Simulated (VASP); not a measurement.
# AlAu (Pm-3m) in VASP: further runs

AlAu is run at these levels: LDA; tasks: single point.

Program: VASP 6.6.1. These are calculated values, not measurements. Logs are shortened: lines on timing, memory, paths and dates and some standing lists are left out, and cuts for length are marked.

## Step 1: The cell of the first run

The structure is cubic, space group Pm-3m (No. 221). The conventional cell has a = 3.224 Å, b = 3.224 Å, c = 3.224 Å, α = 90.00°, β = 90.00°, γ = 90.00°. Al (site symmetry m-3m) has 8 Au at 2.79 Å and 6 Al at 3.22 Å within 3.7 Å. Within 3.7 Å of Au (site symmetry m-3m) lie 8 Al at 2.79 Å and 6 Au at 3.22 Å.

## Step 2: Single point, LDA

The input, INCAR:

```
SYSTEM = AlAu
  ALGO = Normal
  EDIFF = 1E-6
  ENCUT = 520
  GGA = CA
  ISIF = 2
  ISMEAR = -1
  LASPH = .True.
  LCHARG = .False.
  LREAL = .False.
  LWAVE = .False.
  NBANDS = 14
  NELM = 100
  PREC = Accurate
  SIGMA = 0.05
```

The input, KPOINTS:

```
k-points
0
Gamma
  11 11 11
  0 0 0
```

The input, POSCAR:

```
AlAu
1.0
    3.2239420000      0.0000000000      0.0000000000
    0.0000000000      3.2239420000      0.0000000000
    0.0000000000      0.0000000000      3.2239420000
Al Au
1 1
Direct
    0.0000000000      0.0000000000      0.0000000000
    0.5000000000      0.5000000000      0.5000000000
```

Potentials or basis: VASP PAW LDA potentials, release 64 (Al, Au).

On the command line:

```console
cat potpaw_LDA.64/Al/POTCAR potpaw_LDA.64/Au/POTCAR > POTCAR
mpirun -np 1 vasp_std > vasp.out
```

OUTCAR:

```text
SYSTEM = AlAu
   EDIFF = 1E-6
   ENCUT = 520
   GGA = CA
   ISIF = 2
   ISMEAR = -1
   LASPH = .True.
   LREAL = .False.
   NELM = 100
   PREC = Accurate

 ion  position               nearest neighbor table
   1  0.000  0.000  0.000-   2 2.79   2 2.79   2 2.79   2 2.79   2 2.79   2 2.79   2 2.79   2 2.79

   2  0.500  0.500  0.500-   1 2.79   1 2.79   1 2.79   1 2.79   1 2.79   1 2.79   1 2.79   1 2.79

  LATTYP: Found a simple cubic cell.
 ALAT       =     3.2239420000

  Lattice vectors:

 A1 = (   3.2239420000,   0.0000000000,   0.0000000000)
 A2 = (   0.0000000000,   3.2239420000,   0.0000000000)
 A3 = (   0.0000000000,   0.0000000000,   3.2239420000)

Analysis of symmetry for initial positions (statically):
=====================================================================
 Subroutine PRICEL returns:
 Original cell was already a primitive cell.

 Routine SETGRP: Setting up the symmetry group for a
 simple cubic supercell.

 Subroutine GETGRP returns: Found 48 space group operations
 (whereof 48 operations were pure point group operations)
 out of a pool of 48 trial point group operations.

The static configuration has the point symmetry O_h .

Analysis of symmetry for dynamics (positions and initial velocities):
=====================================================================
 Subroutine PRICEL returns:
 Original cell was already a primitive cell.

 Routine SETGRP: Setting up the symmetry group for a
 simple cubic supercell.

 Subroutine GETGRP returns: Found 48 space group operations
 (whereof 48 operations were pure point group operations)
 out of a pool of 48 trial point group operations.

The dynamic configuration has the point symmetry O_h .

 Subroutine INISYM returns: Found 48 space group operations
 (whereof 48 operations are pure point group operations),
 and found     1 'primitive' translations

----------------------------------------------------------------------------------------

                                     Primitive cell

  volume of cell :      33.5090

  direct lattice vectors                    reciprocal lattice vectors
     3.223942000  0.000000000  0.000000000     0.310179277  0.000000000  0.000000000
     0.000000000  3.223942000  0.000000000     0.000000000  0.310179277  0.000000000
[... 92 lines left out ...]
   ISYM   =      2    0-nonsym 1-usesym 2-fastsym
   POTIM  = 0.5000    time-step for ionic-motion
   TEBEG  =    0.0;   TEEND  =   0.0 temperature during run
   PSTRESS=    0.0 pullay stress
   NELECT =      14.0000    total number of electrons
   NUPDOWN=      -1.0000    fix difference up-down
   EMIN   =  10.00;   EMAX   =-10.00  energy-range for DOS
   EFERMI =   0.00;   METHOD = LEGACY
   ISMEAR =    -1;   SIGMA  =   0.05  broadening in eV -4-tet -1-fermi 0-gaus
   EFERMI_NEDOS =   21; number of points for ismear=-14 and -15
   IALGO  =     38    algorithm
   IMIX   =      4    mixing-type and parameters
     AMIX     =   0.40;   BMIX     =  1.00
     AMIX_MAG =   1.60;   BMIX_MAG =  1.00
  volume/ion in A,a.u.               =      16.75       113.06
  Fermi-wavevector in a.u.,A,eV,Ry     =   1.223856  2.312752 20.379123  1.497823
  Thomas-Fermi vector in A             =   2.358952
   LORBIT       =      0    0 simple, 1 ext, 2 COOP (PROOUT), +10 PAW based schemes
   GGA     = CA    functional components
   LHFCALC =     F    Hartree Fock is set to
   AEXX    =    0.0000 exact exchange contribution
   IVDW    =     0    specifies the selected vdW correction
   LEPSILON=     F    determine dielectric tensor
   LRPA    =     F    only Hartree local field effects (RPA)
 non-spin polarized calculation
  energy-cutoff  :      520.00
  volume of cell :       33.51
 maximum number of plane-waves:       917
 NGX is ok and might be reduce to    24
   NGX = 11   NGY = 11   NGZ = 11

 number of electron      14.0000002 magnetization

 Free energy of the ion-electron system (eV)
  ---------------------------------------------------
  ext. energy  EPLUGINS =         0.00000000
  ---------------------------------------------------
  free energy    TOTEN  =        -9.17205658 eV

  energy without entropy =       -9.16566609  energy(sigma->0) =       -9.16886134

 E-fermi :   9.3893     XC(G=0): -11.6930

 val. band max:        9.3792774955   @ k =   0.4545   0.4545   0.3636
 cond. band min:       9.4164275862   @ k =   0.2727   0.2727   0.0000
 fundamental gap:      0.0371500907
 Fermi energy:         9.3892638882

 k-point     1 :       0.0000    0.0000    0.0000
  band No.  band energies     occupation
      1      -1.9315      2.00000
      2       2.7759      2.00000
      3       2.7759      2.00000
      4       4.6469      2.00000
      5       4.6469      2.00000
      6       4.6469      2.00000
      7      12.1703      0.00000
      8      12.1703      0.00000
      9      12.1703      0.00000
     10      15.8802      0.00000
     11      16.8472      0.00000
     12      16.8472      0.00000
     13      26.0344      0.00000
     14      26.0344      0.00000
[... 377 lines left out ...]
      1      -0.5166      2.00000
      2       3.0610      2.00000
      3       3.0927      2.00000
      4       4.0168      2.00000
      5       4.0775      2.00000
      6       4.5590      2.00000
      7       8.1572      2.00000
      8      12.6530      0.00000
      9      12.9580      0.00000
     10      16.8901      0.00000
     11      18.3071      0.00000
     12      19.5087      0.00000
     13      20.5550      0.00000
     14      22.3465      0.00000

 [... further k-points ...]

------------------------ aborting loop because EDIFF is reached ----------------------------------------

  FORCE on cell =-STRESS in cart. coord.  units (eV):
  Direction    XX          YY          ZZ          XY          YZ          ZX
  --------------------------------------------------------------------------------------
  -------------------------------------------------------------------------------------
  Total       -1.5623504     -1.5623504     -1.5623504      0.0000000     -0.0000000     -0.0000000
  in kB      -74.7011620    -74.7011620    -74.7011620      0.0000000     -0.0000000     -0.0000000
  external PRESSURE =     -74.7011620 kB  Pullay stress =       0.0000000 kB

 VOLUME and BASIS-vectors are now :
 -----------------------------------------------------------------------------
  energy-cutoff  :      520.00
  volume of cell :       33.51
      direct lattice vectors                 reciprocal lattice vectors
     3.223942000  0.000000000  0.000000000     0.310179277  0.000000000  0.000000000
     0.000000000  3.223942000  0.000000000     0.000000000  0.310179277  0.000000000
     0.000000000  0.000000000  3.223942000     0.000000000  0.000000000  0.310179277

 POSITION                                       TOTAL-FORCE (eV/Angst)
 -----------------------------------------------------------------------------------
      0.00000      0.00000      0.00000         0.000000      0.000000      0.000000
      1.61197      1.61197      1.61197         0.000000      0.000000      0.000000
 -----------------------------------------------------------------------------------
    total drift:                                0.000000     -0.000000     -0.000000

  FREE ENERGIE OF THE ION-ELECTRON SYSTEM (eV)
  ---------------------------------------------------
  free  energy   TOTEN  =        -9.1720565819 eV

  energy  without entropy=       -9.1656660939  energy(sigma->0) =       -9.16886134
```

OSZICAR:

```text
N       E                     dE             d eps       ncg     rms          rms(c)
DAV:   1     0.512319179866E+02    0.51232E+02   -0.63033E+03  1616   0.873E+02
DAV:   2    -0.883321678883E+01   -0.60065E+02   -0.54773E+02  1886   0.175E+02
DAV:   3    -0.998829127779E+01   -0.11551E+01   -0.11515E+01  1994   0.230E+01
DAV:   4    -0.999347020614E+01   -0.51789E-02   -0.51787E-02  1856   0.192E+00
DAV:   5    -0.999351823779E+01   -0.48032E-04   -0.48031E-04  1946   0.186E-01    0.824E+00
DAV:   6    -0.923660769585E+01    0.75691E+00   -0.30026E+00  1658   0.153E+01    0.509E+00
DAV:   7    -0.919233789935E+01    0.44270E-01   -0.53224E-02  1694   0.222E+00    0.275E+00
DAV:   8    -0.917227635513E+01    0.20062E-01   -0.14473E-02  1844   0.726E-01    0.331E-01
DAV:   9    -0.917210582561E+01    0.17053E-03   -0.39341E-04  1922   0.159E-01    0.103E-01
DAV:  10    -0.917205633536E+01    0.49490E-04   -0.11395E-04  1826   0.818E-02    0.139E-02
DAV:  11    -0.917205658193E+01   -0.24657E-06   -0.14163E-06  1922   0.748E-03
   1 F= -.91720566E+01 E0= -.91688613E+01  d E =-.639049E-02
```

stdout:

```text
POSCAR found type information on POSCAR AlAu
 POSCAR found :  2 types and       2 ions
 scaLAPACK will be used
 LDA part: xc-table for (Slater(with rela. corr.)+CA(PZ))
 , standard interpolation
 POSCAR, INCAR and KPOINTS ok, starting setup
 FFT: planning ... GRIDC
 FFT: planning ... GRID_SOFT
 FFT: planning ... GRID
 WAVECAR not read
 entering main loop
```

It took 10 s on 1 thread of Intel Xeon Platinum 8375C at 2.90GHz (Ice Lake), shared host; peak memory 0.14 GiB.

What came out:

```
Free energy            : -9.1721 eV
Pressure               : -7.5 GPa
Band gap on the k mesh : zero (band 7 reaches 12.17 eV, above the bottom of band 8 at 8.43 eV)
```

Levels at points of the mesh, in eV from the Fermi level:
```
           k point  band 3  band 4  band 5  band 6  band 7  band 8  band 9  band 10  band 11  band 12
(0.00, 0.00, 0.00)   -6.61   -4.74   -4.74   -4.74    2.78    2.78    2.78     6.49     7.46     7.46
```

Caveat: spin-orbit coupling is left out, which moves the levels of the heavy elements.

## Step 3: Single point, LDA

The input, INCAR:

```
SYSTEM = AlAu
ALGO     = Normal         ! electronic algorithm
EDIFF    = 1E-6           ! SCF threshold, eV
ENCUT    = 520            ! plane-wave cutoff, eV
ISIF     = 2              ! what is computed and relaxed
ISMEAR   = -1             ! smearing method
LASPH    = .TRUE.         ! aspherical terms in the spheres
LCHARG   = .FALSE.        ! write CHGCAR
LREAL    = .FALSE.        ! projectors in reciprocal space
LWAVE    = .FALSE.        ! write WAVECAR
NBANDS   = 14             ! bands
NELM     = 100            ! most SCF steps
PREC     = Accurate       ! precision mode
SIGMA    = 0.05           ! smearing width, eV
```

The input, KPOINTS:

```
k-points
0
G
  11 11 11
  0 0 0
```

POSCAR is that of step 2.

Potentials or basis: VASP PAW LDA potentials, release 64 (Al, Au).

On the command line:

```console
cat potpaw_LDA.64/Al/POTCAR potpaw_LDA.64/Au/POTCAR > POTCAR
mpirun -np 1 vasp_std > vasp.out
```

OUTCAR:

```text
SYSTEM = AlAu
   EDIFF = 1E-6
   ENCUT = 520
   ISIF = 2
   ISMEAR = -1
   LASPH = .TRUE.
   LREAL = .FALSE.
   NELM = 100
   PREC = Accurate

 ion  position               nearest neighbor table
   1  0.000  0.000  0.000-   2 2.79   2 2.79   2 2.79   2 2.79   2 2.79   2 2.79   2 2.79   2 2.79

   2  0.500  0.500  0.500-   1 2.79   1 2.79   1 2.79   1 2.79   1 2.79   1 2.79   1 2.79   1 2.79

  LATTYP: Found a simple cubic cell.
 ALAT       =     3.2239420000

  Lattice vectors:

 A1 = (   3.2239420000,   0.0000000000,   0.0000000000)
 A2 = (   0.0000000000,   3.2239420000,   0.0000000000)
 A3 = (   0.0000000000,   0.0000000000,   3.2239420000)

Analysis of symmetry for initial positions (statically):
=====================================================================
 Subroutine PRICEL returns:
 Original cell was already a primitive cell.

 Routine SETGRP: Setting up the symmetry group for a
 simple cubic supercell.

 Subroutine GETGRP returns: Found 48 space group operations
 (whereof 48 operations were pure point group operations)
 out of a pool of 48 trial point group operations.

The static configuration has the point symmetry O_h .

Analysis of symmetry for dynamics (positions and initial velocities):
=====================================================================
 Subroutine PRICEL returns:
 Original cell was already a primitive cell.

 Routine SETGRP: Setting up the symmetry group for a
 simple cubic supercell.

 Subroutine GETGRP returns: Found 48 space group operations
 (whereof 48 operations were pure point group operations)
 out of a pool of 48 trial point group operations.

The dynamic configuration has the point symmetry O_h .

 Subroutine INISYM returns: Found 48 space group operations
 (whereof 48 operations are pure point group operations),
 and found     1 'primitive' translations

----------------------------------------------------------------------------------------

                                     Primitive cell
[... 120 lines left out ...]
   LEPSILON=     F    determine dielectric tensor
   LRPA    =     F    only Hartree local field effects (RPA)
 non-spin polarized calculation
  energy-cutoff  :      520.00
  volume of cell :       33.51
 maximum number of plane-waves:       917
 NGX is ok and might be reduce to    24
   NGX = 11   NGY = 11   NGZ = 11

 number of electron      14.0000002 magnetization

 Free energy of the ion-electron system (eV)
  ---------------------------------------------------
  ext. energy  EPLUGINS =         0.00000000
  ---------------------------------------------------
  free energy    TOTEN  =        -9.17205658 eV

  energy without entropy =       -9.16566609  energy(sigma->0) =       -9.16886134

 E-fermi :   9.3893     XC(G=0): -11.6930

 val. band max:        9.3792774955   @ k =   0.4545   0.4545   0.3636
 cond. band min:       9.4164275862   @ k =   0.2727   0.2727   0.0000
 fundamental gap:      0.0371500907
 Fermi energy:         9.3892638882

 k-point     1 :       0.0000    0.0000    0.0000
  band No.  band energies     occupation
      1      -1.9315      2.00000
      2       2.7759      2.00000
      3       2.7759      2.00000
      4       4.6469      2.00000
      5       4.6469      2.00000
      6       4.6469      2.00000
      7      12.1703      0.00000
      8      12.1703      0.00000
      9      12.1703      0.00000
     10      15.8802      0.00000
     11      16.8472      0.00000
     12      16.8472      0.00000
     13      26.0344      0.00000
     14      26.0344      0.00000
[... 377 lines left out ...]
      1      -0.5166      2.00000
      2       3.0610      2.00000
      3       3.0927      2.00000
      4       4.0168      2.00000
      5       4.0775      2.00000
      6       4.5590      2.00000
      7       8.1572      2.00000
      8      12.6530      0.00000
      9      12.9580      0.00000
     10      16.8901      0.00000
     11      18.3071      0.00000
     12      19.5087      0.00000
     13      20.5550      0.00000
     14      22.3465      0.00000

 [... further k-points ...]

------------------------ aborting loop because EDIFF is reached ----------------------------------------

  FORCE on cell =-STRESS in cart. coord.  units (eV):
  Direction    XX          YY          ZZ          XY          YZ          ZX
  --------------------------------------------------------------------------------------
  -------------------------------------------------------------------------------------
  Total       -1.5623504     -1.5623504     -1.5623504      0.0000000     -0.0000000     -0.0000000
  in kB      -74.7011620    -74.7011620    -74.7011620      0.0000000     -0.0000000     -0.0000000
  external PRESSURE =     -74.7011620 kB  Pullay stress =       0.0000000 kB

 VOLUME and BASIS-vectors are now :
 -----------------------------------------------------------------------------
  energy-cutoff  :      520.00
  volume of cell :       33.51
      direct lattice vectors                 reciprocal lattice vectors
     3.223942000  0.000000000  0.000000000     0.310179277  0.000000000  0.000000000
     0.000000000  3.223942000  0.000000000     0.000000000  0.310179277  0.000000000
     0.000000000  0.000000000  3.223942000     0.000000000  0.000000000  0.310179277

 POSITION                                       TOTAL-FORCE (eV/Angst)
 -----------------------------------------------------------------------------------
      0.00000      0.00000      0.00000         0.000000      0.000000      0.000000
      1.61197      1.61197      1.61197         0.000000      0.000000      0.000000
 -----------------------------------------------------------------------------------
    total drift:                                0.000000     -0.000000     -0.000000

  FREE ENERGIE OF THE ION-ELECTRON SYSTEM (eV)
  ---------------------------------------------------
  free  energy   TOTEN  =        -9.1720565819 eV

  energy  without entropy=       -9.1656660939  energy(sigma->0) =       -9.16886134
```

stdout:

```text
POSCAR found type information on POSCAR AlAu
 POSCAR found :  2 types and       2 ions
 scaLAPACK will be used
 LDA part: xc-table for (Slater(with rela. corr.)+CA(PZ))
 , standard interpolation
 POSCAR, INCAR and KPOINTS ok, starting setup
 FFT: planning ... GRIDC
 FFT: planning ... GRID_SOFT
 FFT: planning ... GRID
 WAVECAR not read
 entering main loop
```

It took 11 s on 1 thread of Intel Xeon Platinum 8375C at 2.90GHz (Ice Lake), shared host; peak memory 0.14 GiB.

What came out:

| Quantity | Value |
| --- | --- |
| Free energy | -9.1721 eV |
| Pressure | -7.5 GPa |
| Band gap on the k mesh | zero (band 7 reaches 12.17 eV, above the bottom of band 8 at 8.43 eV) |

Caveat: spin-orbit coupling is left out, which moves the levels of the heavy elements.
